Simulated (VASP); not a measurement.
# RbBr (Fm-3m) in VASP: notebook

The runs below take RbBr through relaxation of cell and atoms, single point, with PBEsol, LDA, PBE.

Everything below comes from runs of VASP 6.6.1. Logs are shortened: lines on timing, memory, paths and dates and some standing lists are left out, and cuts for length are marked.

### Step 1. The cell of the first run

Symmetry: Fm-3m, No. 225, cubic system. Conventional cell: a = 7.017 Å, b = 7.017 Å, c = 7.017 Å, α = 90.00°, β = 90.00°, γ = 90.00°. Within 4.6 Å of Rb (site symmetry m-3m) lie 6 Br at 3.51 Å. Within 4.6 Å of Br (site symmetry m-3m) lie 6 Rb at 3.51 Å.

### Step 2. Relaxation of cell and atoms, PBEsol

The input, INCAR:

```
SYSTEM = RbBr
PREC     = Accurate       ! precision mode
ENCUT    = 600            ! plane-wave cutoff, eV
EDIFF    = 1E-6           ! SCF threshold, eV
ISMEAR   = -1             ! smearing method
SIGMA    = 0.02           ! smearing width, eV
LREAL    = .FALSE.        ! projectors in reciprocal space
LASPH    = .TRUE.         ! aspherical terms in the spheres
NELM     = 80             ! most SCF steps
ALGO     = Normal         ! electronic algorithm
ISIF     = 3              ! what is computed and relaxed
LWAVE    = .FALSE.        ! write WAVECAR
LCHARG   = .FALSE.        ! write CHGCAR
GGA      = PS             ! functional
IBRION   = 2              ! ionic algorithm
NSW      = 80             ! ionic steps
EDIFFG   = -0.005         ! ionic threshold
```

The input, KPOINTS:

```
Automatic mesh
0
G
  6 6 6
  0 0 0
```

The input, POSCAR:

```
RbBr
1.0
    0.0000000000      3.5086792153      3.5086792153
    3.5086792153      0.0000000000      3.5086792153
    3.5086792153      3.5086792153      0.0000000000
Rb Br
1 1
Direct
    0.0000000000      0.0000000000      0.0000000000
    0.5000000000      0.5000000000      0.5000000000
```

Potentials or basis: VASP PAW PBE potentials, release 64 (Rb_sv, Br).

Command:

```bash
cat potpaw_PBE.64/Rb_sv/POTCAR potpaw_PBE.64/Br/POTCAR > POTCAR
mpirun -np 1 vasp_std > vasp.out
```

OUTCAR:

```text
SYSTEM = RbBr
   PREC = Accurate
   ENCUT = 600
   EDIFF = 1E-6
   ISMEAR = -1
   LREAL = .FALSE.
   LASPH = .TRUE.
   NELM = 80
   ISIF = 3
   GGA = PS
   IBRION = 2
   NSW = 80
   EDIFFG = -0.005

 ion  position               nearest neighbor table
   1  0.000  0.000  0.000-   2 3.51   2 3.51   2 3.51   2 3.51   2 3.51   2 3.51
   2  0.500  0.500  0.500-   1 3.51   1 3.51   1 3.51   1 3.51   1 3.51   1 3.51

  LATTYP: Found a face centered cubic cell.
 ALAT       =     7.0173584306

  Lattice vectors:

 A1 = (   0.0000000000,   3.5086792153,   3.5086792153)
 A2 = (   3.5086792153,   0.0000000000,   3.5086792153)
 A3 = (   3.5086792153,   3.5086792153,   0.0000000000)

Analysis of symmetry for initial positions (statically):
=====================================================================
 Subroutine PRICEL returns:
 Original cell was already a primitive cell.

 Routine SETGRP: Setting up the symmetry group for a
 face centered cubic supercell.

 Subroutine GETGRP returns: Found 48 space group operations
 (whereof 48 operations were pure point group operations)
 out of a pool of 48 trial point group operations.

The static configuration has the point symmetry O_h .

Analysis of symmetry for dynamics (positions and initial velocities):
=====================================================================
 Subroutine PRICEL returns:
 Original cell was already a primitive cell.

 Routine SETGRP: Setting up the symmetry group for a
 face centered cubic supercell.

 Subroutine GETGRP returns: Found 48 space group operations
 (whereof 48 operations were pure point group operations)
 out of a pool of 48 trial point group operations.

The dynamic configuration has the point symmetry O_h .

 Subroutine INISYM returns: Found 48 space group operations
 (whereof 48 operations are pure point group operations),
 and found     1 'primitive' translations

----------------------------------------------------------------------------------------

                                     Primitive cell

  volume of cell :      86.3895

  direct lattice vectors                    reciprocal lattice vectors
     0.000000000  3.508679215  3.508679215    -0.142503765  0.142503765  0.142503765
     3.508679215  0.000000000  3.508679215     0.142503765 -0.142503765  0.142503765
     3.508679215  3.508679215  0.000000000     0.142503765  0.142503765 -0.142503765

  length of vectors
     4.962021732  4.962021732  4.962021732     0.246823762  0.246823762  0.246823762

  position of ions in fractional coordinates (direct lattice)
     0.000000000  0.000000000  0.000000000
     0.500000000  0.500000000  0.500000000

  ion indices of the primitive-cell ions
   primitive index   ion index
                 1           1
                 2           2

----------------------------------------------------------------------------------------

 KPOINTS: Automatic mesh

Automatic generation of k-mesh.
 Grid dimensions read from file:
 generate k-points for:    6    6    6

 Generating k-lattice:

  Cartesian coordinates                     Fractional coordinates (reciprocal lattice)
    -0.023750628  0.023750628  0.023750628     0.166666667  0.000000000  0.000000000
     0.023750628 -0.023750628  0.023750628     0.000000000  0.166666667  0.000000000
     0.023750628  0.023750628 -0.023750628     0.000000000  0.000000000  0.166666667

  Length of vectors
     0.041137294  0.041137294  0.041137294

  Shift w.r.t. Gamma in fractional coordinates (k-lattice)
     0.000000000  0.000000000  0.000000000

 Subroutine IBZKPT returns following result:
 ===========================================

 Found     16 irreducible k-points:

 Following reciprocal coordinates:
            Coordinates               Weight
  0.000000  0.000000  0.000000      1.000000
  0.166667  0.000000  0.000000      8.000000
  0.333333  0.000000  0.000000      8.000000
  0.500000  0.000000  0.000000      4.000000
  0.166667  0.166667  0.000000      6.000000
  0.333333  0.166667  0.000000     24.000000
[... 8 lines left out ...]
 -0.333333  0.333333  0.166667     24.000000
 -0.333333  0.500000  0.166667     12.000000
   k-points           NKPTS =     16   k-points in BZ     NKDIM =     16   number of bands    NBANDS=     12
   number of dos      NEDOS =    301   number of ions     NIONS =      2
   total plane-waves  NPLWV =  64000
   dimension x,y,z NGX =    40 NGY =   40 NGZ =   40
   dimension x,y,z NGXF=    80 NGYF=   80 NGZF=   80
   ions per type =               1   1
   NGX,Y,Z   is equivalent  to a cutoff of  13.40, 13.40, 13.40 a.u.
   NGXF,Y,Z  is equivalent  to a cutoff of  26.80, 26.80, 26.80 a.u.
 SYSTEM =  RbBr
   PREC   = accura    normal or accurate (medium, high low for compatibility)
   ISTART =      0    job   : 0-new  1-cont  2-samecut
   ICHARG =      2    charge: 1-file 2-atom 10-const
   ISPIN  =      1    spin polarized calculation?
   LNONCOLLINEAR =      F non collinear calculations
   LSORBIT =      F    spin-orbit coupling
   LASPH  =      T    aspherical Exc in radial PAW
   ENCUT  =  600.0 eV  44.10 Ry    6.64 a.u.   9.91  9.91  9.91*2*pi/ulx,y,z
   NELM   =     80;   NELMIN=  2; NELMDL= -5     # of ELM steps
   EDIFF  = 0.1E-05   stopping-criterion for ELM
   LREAL  =      F    real-space projection
   EDIFFG = -.5E-02   stopping-criterion for IOM
   NSW    =     80    number of steps for IOM
   IBRION =      2    ionic relax: 0-MD 1-quasi-New 2-CG
   NFREE  =      1    steps in history (QN), initial steepest desc. (CG)
   ISIF   =      3    stress and relaxation
   ISYM   =      2    0-nonsym 1-usesym 2-fastsym
   POTIM  = 0.5000    time-step for ionic-motion
   TEBEG  =    0.0;   TEEND  =   0.0 temperature during run
   PSTRESS=    0.0 pullay stress
   NELECT =      16.0000    total number of electrons
   NUPDOWN=      -1.0000    fix difference up-down
   EMIN   =  10.00;   EMAX   =-10.00  energy-range for DOS
   EFERMI =   0.00;   METHOD = LEGACY
   ISMEAR =    -1;   SIGMA  =   0.02  broadening in eV -4-tet -1-fermi 0-gaus
   EFERMI_NEDOS =   21; number of points for ismear=-14 and -15
   IALGO  =     38    algorithm
   IMIX   =      4    mixing-type and parameters
     AMIX     =   0.40;   BMIX     =  1.00
     AMIX_MAG =   1.60;   BMIX_MAG =  1.00
  volume/ion in A,a.u.               =      43.19       291.49
  Fermi-wavevector in a.u.,A,eV,Ry     =   0.933171  1.763437 11.848060  0.870808
  Thomas-Fermi vector in A             =   2.059845
   LORBIT       =      0    0 simple, 1 ext, 2 COOP (PROOUT), +10 PAW based schemes
   GGA     = PS    functional components
   LHFCALC =     F    Hartree Fock is set to
   AEXX    =    0.0000 exact exchange contribution
   IVDW    =     0    specifies the selected vdW correction
   LEPSILON=     F    determine dielectric tensor
   LRPA    =     F    only Hartree local field effects (RPA)
 conjugate gradient relaxation of ions
 non-spin polarized calculation
  energy-cutoff  :      600.00
  volume of cell :       86.39
 maximum number of plane-waves:      2899
   NGX = 19   NGY = 19   NGZ = 19

--------------------------------------- Ionic step        1  -------------------------------------------

 number of electron      15.9999999 magnetization

 Free energy of the ion-electron system (eV)
  ---------------------------------------------------
  ext. energy  EPLUGINS =         0.00000000
  ---------------------------------------------------
  free energy    TOTEN  =        -6.33875981 eV

  energy without entropy =       -6.33875981  energy(sigma->0) =       -6.33875981

------------------------ aborting loop because EDIFF is reached ----------------------------------------

  FORCE on cell =-STRESS in cart. coord.  units (eV):
  Direction    XX          YY          ZZ          XY          YZ          ZX
  --------------------------------------------------------------------------------------
  -------------------------------------------------------------------------------------
  Total       -0.4489462     -0.4489462     -0.4489462      0.0000000     -0.0000000      0.0000000
  in kB       -8.3261426     -8.3261426     -8.3261426      0.0000000     -0.0000000      0.0000000
  external PRESSURE =      -8.3261426 kB  Pullay stress =       0.0000000 kB

 VOLUME and BASIS-vectors are now :
 -----------------------------------------------------------------------------
  energy-cutoff  :      600.00
  volume of cell :       86.39
      direct lattice vectors                 reciprocal lattice vectors
     0.000000000  3.508679215  3.508679215    -0.142503765  0.142503765  0.142503765
     3.508679215  0.000000000  3.508679215     0.142503765 -0.142503765  0.142503765
     3.508679215  3.508679215  0.000000000     0.142503765  0.142503765 -0.142503765

 POSITION                                       TOTAL-FORCE (eV/Angst)
 -----------------------------------------------------------------------------------
      0.00000      0.00000      0.00000        -0.000000      0.000000      0.000000
      3.50868      3.50868      3.50868         0.000000      0.000000     -0.000000
 -----------------------------------------------------------------------------------
    total drift:                                0.000000     -0.000000     -0.000000

  FREE ENERGIE OF THE ION-ELECTRON SYSTEM (eV)
  ---------------------------------------------------
  free  energy   TOTEN  =        -6.3387598147 eV
[... 53 lines left out ...]
 VOLUME and BASIS-vectors are now :
 -----------------------------------------------------------------------------
  energy-cutoff  :      600.00
  volume of cell :       80.61
      direct lattice vectors                 reciprocal lattice vectors
     0.000000000  3.428665959  3.428665959    -0.145829313  0.145829313  0.145829313
     3.428665959  0.000000000  3.428665959     0.145829313 -0.145829313  0.145829313
     3.428665959  3.428665959  0.000000000     0.145829313  0.145829313 -0.145829313

 POSITION                                       TOTAL-FORCE (eV/Angst)
 -----------------------------------------------------------------------------------
      0.00000      0.00000      0.00000         0.000000      0.000000      0.000000
      3.42867      3.42867      3.42867        -0.000000     -0.000000     -0.000000
 -----------------------------------------------------------------------------------
    total drift:                                0.000000     -0.000000     -0.000000

  FREE ENERGIE OF THE ION-ELECTRON SYSTEM (eV)
  ---------------------------------------------------
  free  energy   TOTEN  =        -6.3555665628 eV

  energy  without entropy=       -6.3555665628  energy(sigma->0) =       -6.35556656

--------------------------------------- Ionic step        4  -------------------------------------------

 number of electron      16.0000001 magnetization

 Free energy of the ion-electron system (eV)
  ---------------------------------------------------
  ext. energy  EPLUGINS =         0.00000000
  ---------------------------------------------------
  free energy    TOTEN  =        -6.35560008 eV

  energy without entropy =       -6.35560008  energy(sigma->0) =       -6.35560008

 E-fermi :  -1.3876     XC(G=0):  -7.4126

 val. band max:       -1.8386300868   @ k =   0.0000   0.0000   0.0000
 cond. band min:       2.3772663103   @ k =   0.0000   0.0000   0.0000
 fundamental gap:      4.2158963971
 Fermi energy:        -1.3875654042

 k-point     1 :       0.0000    0.0000    0.0000
  band No.  band energies     occupation
      1     -26.1897      2.00000
      2     -14.0342      2.00000
      3     -10.2775      2.00000
      4     -10.2775      2.00000
      5     -10.2775      2.00000
      6      -1.8386      2.00000
      7      -1.8386      2.00000
      8      -1.8386      2.00000
      9       2.3773      0.00000
     10       5.3619      0.00000
     11       5.3619      0.00000
     12       5.3619      0.00000

 k-point     2 :       0.1667    0.0000    0.0000
  band No.  band energies     occupation
      1     -26.1873      2.00000
      2     -14.0448      2.00000
      3     -10.2795      2.00000
      4     -10.2795      2.00000
      5     -10.2658      2.00000
      6      -2.1551      2.00000
      7      -1.9365      2.00000
      8      -1.9365      2.00000
      9       3.0277      0.00000
     10       5.2154      0.00000
     11       5.6931      0.00000
     12       5.6931      0.00000
[... 221 lines left out ...]
 VOLUME and BASIS-vectors are now :
 -----------------------------------------------------------------------------
  energy-cutoff  :      600.00
  volume of cell :       80.35
      direct lattice vectors                 reciprocal lattice vectors
     0.000000000  3.424954639  3.424954639    -0.145987335  0.145987335  0.145987335
     3.424954639  0.000000000  3.424954639     0.145987335 -0.145987335  0.145987335
     3.424954639  3.424954639  0.000000000     0.145987335  0.145987335 -0.145987335

 POSITION                                       TOTAL-FORCE (eV/Angst)
 -----------------------------------------------------------------------------------
      3.42495      3.42495      0.00000        -0.000000      0.000000     -0.000000
      3.42495      3.42495      3.42495         0.000000     -0.000000      0.000000
 -----------------------------------------------------------------------------------
    total drift:                                0.000000     -0.000000     -0.000000

  FREE ENERGIE OF THE ION-ELECTRON SYSTEM (eV)
  ---------------------------------------------------
  free  energy   TOTEN  =        -6.3556000780 eV

  energy  without entropy=       -6.3556000780  energy(sigma->0) =       -6.35560008

 reached required accuracy - stopping structural energy minimisation
```

Run time: 1.8 min. Hardware: 1 thread of AMD EPYC 7R13, shared host; peak memory 0.22 GiB.

Results:

| Item | Value |
| --- | --- |
| Free energy | -6.3556 eV |
| Relaxed volume | 40.18 Å³/atom |
| Relaxed cell | a = 4.844 Å, b = 4.844 Å, c = 4.844 Å, α = 60.00°, β = 60.00°, γ = 60.00° |
| Space group after relaxing (to 0.1 Å) | Fm-3m (No. 225) |
| Energy gained by relaxing | 8.4 meV/atom |
| Ionic steps | 4 |
| Pressure after relaxing | 0.0 GPa |
| Band gap on the k mesh | 4.22 eV |

The path:
```
step  energy change (eV)  largest force (eV/Å)  pressure (GPa)  volume (Å³)
   1              0.0000                0.0000           -0.83        86.39
   2             -0.0116                0.0000           -0.50        83.61
   3             -0.0168                0.0000           -0.04        80.61
   4             -0.0168                0.0000            0.00        80.35
```

Final structure:
```
CELL_PARAMETERS angstrom
0.00000 3.42495 3.42495
3.42495 0.00000 3.42495
3.42495 3.42495 0.00000
ATOMIC_POSITIONS crystal
Rb 0.00000 0.00000 0.00000
Br 0.50000 0.50000 0.50000
```

Caveat: the PAW data sets were made with another functional, which shifts forces and pressure a little.

(Part 1 of 2 ends here.)
